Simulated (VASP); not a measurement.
The system is Sn.

```
Sn
1.0
    -2.94014    2.94014    1.59930
     2.94014   -2.94014    1.59930
     2.94014    2.94014   -1.59930
Sn
2
Direct
  0.00000 0.00000 0.00000
  0.75000 0.25000 0.50000
```

| Quantity | Value |
| --- | --- |
| Program | VASP 6.6.1 |
| Task | relaxation of cell and atoms |
| Functional | PBE |
| Potentials or basis | VASP PAW PBE potentials, release 64 (Sn_d) |
| Cutoff | 600 eV |
| k mesh | 9 × 9 × 9 |
| Occupations | fermi-dirac, width 0.05 eV |
| Spin | no spin polarisation |

At the start: pressure 1.4 GPa; volume 27.65 Å³/atom.

Task: Where does the relaxation end?

Result: Over 5 steps the energy falls by 3.3 meV/atom and the volume is 28.40 Å³/atom (+2.7 %); space group I4_1/amd (No. 141, to 0.05 Å).

Step by step:
| step | energy change (eV) | largest force (eV/Å) | pressure (GPa) | volume (Å³) |
| --- | --- | --- | --- | --- |
| 1 | 0.0000 | 0.0000 | 1.38 | 55.30 |
| 2 | -0.0062 | 0.0000 | -0.35 | 57.23 |
| 3 | -0.0066 | 0.0000 | 0.02 | 56.83 |
| 4 | -0.0066 | 0.0000 | -0.05 | 56.86 |
| 5 | -0.0066 | 0.0000 | 0.04 | 56.79 |

Final structure:
```yaml
crystal:
  lattice:
    - [-2.97009, 2.97009, 1.60946]
    - [2.97009, -2.97009, 1.60946]
    - [2.97009, 2.97009, -1.60946]
  atoms:
    - { symbol: Sn, position: [0.00000, 0.00000, 0.00000] }
    - { symbol: Sn, position: [0.75000, 0.25000, 0.50000] }
```
